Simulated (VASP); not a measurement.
# Pd (Fm-3m) in VASP: a series of runs, part 2 of 2

VASP 6.6.1. The steps go on from the part before.

## (3) Single point, RPBE

This run uses another cell than the first one, of 15.70 Å³/atom, 1.028 times its volume.

INCAR

```
SYSTEM = Pd
  PREC = Accurate
  ENCUT = 500
  EDIFF = 1E-6
  ISMEAR = 1
  SIGMA = 0.1
  LREAL = .FALSE.
  LASPH = .TRUE.
  NELM = 120
  ALGO = Normal
  ISIF = 2
  LWAVE = .FALSE.
  LCHARG = .TRUE.
  GGA = RP
  LELF = .TRUE.
  LVHAR = .TRUE.
  NBANDS = 11
  GGA_COMPAT = .FALSE.
```

KPOINTS

```
regular mesh
0
G
  9 9 9
  0 0 0
```

POSCAR

```
Pd
1.0
    0.0000000000      1.9874193280      1.9874193280
    1.9874193280      0.0000000000      1.9874193280
    1.9874193280      1.9874193280      0.0000000000
Pd
1
Direct
    0.0000000000      0.0000000000      0.0000000000
```

Potentials or basis: VASP PAW PBE potentials, release 64 (Pd).

Run with:

```bash
cat potpaw_PBE.64/Pd/POTCAR > POTCAR
mpirun -np 1 vasp_std > vasp.out
```

OUTCAR:

```text
SYSTEM = Pd
   PREC = Accurate
   ENCUT = 500
   EDIFF = 1E-6
   ISMEAR = 1
   LREAL = .FALSE.
   LASPH = .TRUE.
   NELM = 120
   ISIF = 2
   GGA = RP

 ion  position               nearest neighbor table
   1  0.000  0.000  0.000-

  LATTYP: Found a face centered cubic cell.
 ALAT       =     3.9748386560

  Lattice vectors:

 A1 = (   0.0000000000,   1.9874193280,   1.9874193280)
 A2 = (   1.9874193280,   0.0000000000,   1.9874193280)
 A3 = (   1.9874193280,   1.9874193280,   0.0000000000)

Analysis of symmetry for initial positions (statically):
=====================================================================
 Subroutine PRICEL returns:
 Original cell was already a primitive cell.

 Routine SETGRP: Setting up the symmetry group for a
 face centered cubic supercell.

 Subroutine GETGRP returns: Found 48 space group operations
 (whereof 48 operations were pure point group operations)
 out of a pool of 48 trial point group operations.

The static configuration has the point symmetry O_h .

Analysis of symmetry for dynamics (positions and initial velocities):
=====================================================================
 Subroutine PRICEL returns:
 Original cell was already a primitive cell.

 Routine SETGRP: Setting up the symmetry group for a
 face centered cubic supercell.

 Subroutine GETGRP returns: Found 48 space group operations
 (whereof 48 operations were pure point group operations)
 out of a pool of 48 trial point group operations.

The dynamic configuration has the point symmetry O_h .

 Subroutine INISYM returns: Found 48 space group operations
 (whereof 48 operations are pure point group operations),
 and found     1 'primitive' translations

----------------------------------------------------------------------------------------

                                     Primitive cell

  volume of cell :      15.7000

  direct lattice vectors                    reciprocal lattice vectors
     0.000000000  1.987419328  1.987419328    -0.251582539  0.251582539  0.251582539
     1.987419328  0.000000000  1.987419328     0.251582539 -0.251582539  0.251582539
     1.987419328  1.987419328  0.000000000     0.251582539  0.251582539 -0.251582539

  length of vectors
     2.810635368  2.810635368  2.810635368     0.435753739  0.435753739  0.435753739

  position of ions in fractional coordinates (direct lattice)
     0.000000000  0.000000000  0.000000000

  ion indices of the primitive-cell ions
   primitive index   ion index
                 1           1

----------------------------------------------------------------------------------------

 KPOINTS: regular mesh

Automatic generation of k-mesh.
 Grid dimensions read from file:
 generate k-points for:    9    9    9

 Generating k-lattice:

  Cartesian coordinates                     Fractional coordinates (reciprocal lattice)
    -0.027953615  0.027953615  0.027953615     0.111111111  0.000000000  0.000000000
     0.027953615 -0.027953615  0.027953615     0.000000000  0.111111111  0.000000000
     0.027953615  0.027953615 -0.027953615     0.000000000  0.000000000  0.111111111

  Length of vectors
     0.048417082  0.048417082  0.048417082

  Shift w.r.t. Gamma in fractional coordinates (k-lattice)
     0.000000000  0.000000000  0.000000000

 Subroutine IBZKPT returns following result:
 ===========================================

 Found     35 irreducible k-points:

 Following reciprocal coordinates:
            Coordinates               Weight
  0.000000  0.000000  0.000000      1.000000
  0.111111  0.000000  0.000000      8.000000
  0.222222  0.000000  0.000000      8.000000
  0.333333  0.000000  0.000000      8.000000
  0.444444  0.000000  0.000000      8.000000
  0.111111  0.111111  0.000000      6.000000
[... 16 lines left out ...]
 -0.333333  0.333333  0.000000     12.000000
  0.444444  0.444444  0.000000      6.000000
 [... further k-points ...]
   k-points           NKPTS =     35   k-points in BZ     NKDIM =     35   number of bands    NBANDS=     11
   number of dos      NEDOS =    301   number of ions     NIONS =      1
   total plane-waves  NPLWV =   8000
   dimension x,y,z NGX =    20 NGY =   20 NGZ =   20
   dimension x,y,z NGXF=    40 NGYF=   40 NGZF=   40
   ions per type =               1
   NGX,Y,Z   is equivalent  to a cutoff of  11.83, 11.83, 11.83 a.u.
   NGXF,Y,Z  is equivalent  to a cutoff of  23.66, 23.66, 23.66 a.u.
 SYSTEM =  Pd
   PREC   = accura    normal or accurate (medium, high low for compatibility)
   ISTART =      0    job   : 0-new  1-cont  2-samecut
   ICHARG =      2    charge: 1-file 2-atom 10-const
   ISPIN  =      1    spin polarized calculation?
   LNONCOLLINEAR =      F non collinear calculations
   LSORBIT =      F    spin-orbit coupling
   LASPH  =      T    aspherical Exc in radial PAW
   ENCUT  =  500.0 eV  36.75 Ry    6.06 a.u.   5.12  5.12  5.12*2*pi/ulx,y,z
   NELM   =    120;   NELMIN=  2; NELMDL= -5     # of ELM steps
   EDIFF  = 0.1E-05   stopping-criterion for ELM
   LREAL  =      F    real-space projection
   EDIFFG = 0.1E-04   stopping-criterion for IOM
   NSW    =      0    number of steps for IOM
   IBRION =     -1    ionic relax: 0-MD 1-quasi-New 2-CG
   NFREE  =      0    steps in history (QN), initial steepest desc. (CG)
   ISIF   =      2    stress and relaxation
   ISYM   =      2    0-nonsym 1-usesym 2-fastsym
   POTIM  = 0.5000    time-step for ionic-motion
   TEBEG  =    0.0;   TEEND  =   0.0 temperature during run
   PSTRESS=    0.0 pullay stress
   NELECT =      10.0000    total number of electrons
   NUPDOWN=      -1.0000    fix difference up-down
   EMIN   =  10.00;   EMAX   =-10.00  energy-range for DOS
   EFERMI =   0.00;   METHOD = LEGACY
   ISMEAR =     1;   SIGMA  =   0.10  broadening in eV -4-tet -1-fermi 0-gaus
   EFERMI_NEDOS =   21; number of points for ismear=-14 and -15
   IALGO  =     38    algorithm
   IMIX   =      4    mixing-type and parameters
     AMIX     =   0.40;   BMIX     =  1.00
     AMIX_MAG =   1.60;   BMIX_MAG =  1.00
  volume/ion in A,a.u.               =      15.70       105.95
  Fermi-wavevector in a.u.,A,eV,Ry     =   1.408560  2.661792 26.994517  1.984041
  Thomas-Fermi vector in A             =   2.530705
   LORBIT       =      0    0 simple, 1 ext, 2 COOP (PROOUT), +10 PAW based schemes
   GGA     = RP    functional components
   LHFCALC =     F    Hartree Fock is set to
   AEXX    =    0.0000 exact exchange contribution
   IVDW    =     0    specifies the selected vdW correction
   LEPSILON=     F    determine dielectric tensor
   LRPA    =     F    only Hartree local field effects (RPA)
 non-spin polarized calculation
 Methfessel and Paxton  Order N= 1 SIGMA  =   0.10
  energy-cutoff  :      500.00
  volume of cell :       15.70
 maximum number of plane-waves:       411
   NGX = 11   NGY = 11   NGZ = 11

 number of electron      10.0000000 magnetization

 number of electron       9.9999999 magnetization

 Free energy of the ion-electron system (eV)
  ---------------------------------------------------
  ext. energy  EPLUGINS =         0.00000000
  ---------------------------------------------------
  free energy    TOTEN  =        -4.62789419 eV

  energy without entropy =       -4.62919443  energy(sigma->0) =       -4.62832760

 E-fermi :   8.7962     XC(G=0): -12.6939

 val. band max:        8.7909136360   @ k =   0.4444   0.1111   0.0000
 cond. band min:       8.8329980832   @ k =  -0.4444   0.3333   0.0000
 fundamental gap:      0.0420844472
 Fermi energy:         8.7962328332

 k-point     1 :       0.0000    0.0000    0.0000
  band No.  band energies     occupation
      1       2.2505      2.00000
      2       6.2811      2.00000
      3       6.2811      2.00000
      4       6.2811      2.00000
      5       7.7251      2.00000
      6       7.7251      2.00000
      7      26.0130      0.00000
      8      30.4708      0.00000
      9      30.4708      0.00000
     10      30.4708      0.00000
     11      35.1761      0.00000

 k-point     2 :       0.1111    0.0000    0.0000
  band No.  band energies     occupation
      1       2.6650      2.00000
      2       6.1576      2.00000
      3       6.4096      2.00000
      4       6.4096      2.00000
      5       7.6743      2.00000
      6       7.6743      2.00000
      7      26.2921      0.00000
      8      28.1929      0.00000
      9      30.8854      0.00000
     10      30.8854      0.00000
     11      35.4824      0.00000
[... 295 lines left out ...]
 k-point    24 :       0.4444    0.4444    0.0000
  band No.  band energies     occupation
      1       4.0465      2.00000
      2       4.2880      2.00000
      3       8.7414      1.79143
      4       8.9606     -0.04212
      5       8.9606     -0.04212
      6      11.5725      0.00000
      7      19.9124      0.00000
      8      22.0734      0.00000
      9      22.0734      0.00000
     10      29.5178      0.00000
     11      29.5292      0.00000

 [... further k-points ...]
[... 5 lines left out ...]
  --------------------------------------------------------------------------------------
  -------------------------------------------------------------------------------------
  Total       -0.0172333     -0.0172333     -0.0172333     -0.0000000     -0.0000000     -0.0000000
  in kB       -1.7586514     -1.7586514     -1.7586514     -0.0000000     -0.0000000     -0.0000000
  external PRESSURE =      -1.7586514 kB  Pullay stress =       0.0000000 kB

 VOLUME and BASIS-vectors are now :
 -----------------------------------------------------------------------------
  energy-cutoff  :      500.00
  volume of cell :       15.70
      direct lattice vectors                 reciprocal lattice vectors
     0.000000000  1.987419328  1.987419328    -0.251582539  0.251582539  0.251582539
     1.987419328  0.000000000  1.987419328     0.251582539 -0.251582539  0.251582539
     1.987419328  1.987419328  0.000000000     0.251582539  0.251582539 -0.251582539

 POSITION                                       TOTAL-FORCE (eV/Angst)
 -----------------------------------------------------------------------------------
      0.00000      0.00000      0.00000         0.000000      0.000000      0.000000
 -----------------------------------------------------------------------------------
    total drift:                               -0.000000     -0.000000     -0.000000

  FREE ENERGIE OF THE ION-ELECTRON SYSTEM (eV)
  ---------------------------------------------------
  free  energy   TOTEN  =        -4.6278941893 eV

  energy  without entropy=       -4.6291944334  energy(sigma->0) =       -4.62832760
```

Run time: 8.9 s. Hardware: 1 thread of AMD EPYC 7R43 (Zen 3), shared host; peak memory 0.09 GiB.

Results:

```yaml
Free_energy: -4.6279 eV
Pressure: -0.2 GPa
Band_gap_on_the_k_mesh: zero (band 5 reaches 9.00 eV, above the bottom of band 6 at 7.67 eV)
```

Levels at points of the mesh, in eV from the Fermi level:
```csv
k point,band 2,band 3,band 4,band 5,band 6,band 7,band 8,band 9
"(0.00, 0.00, 0.00)",-2.52,-2.52,-2.52,-1.07,-1.07,17.22,21.67,21.67
```

Caveat: the PAW data sets were made with another functional, which shifts forces and pressure a little.
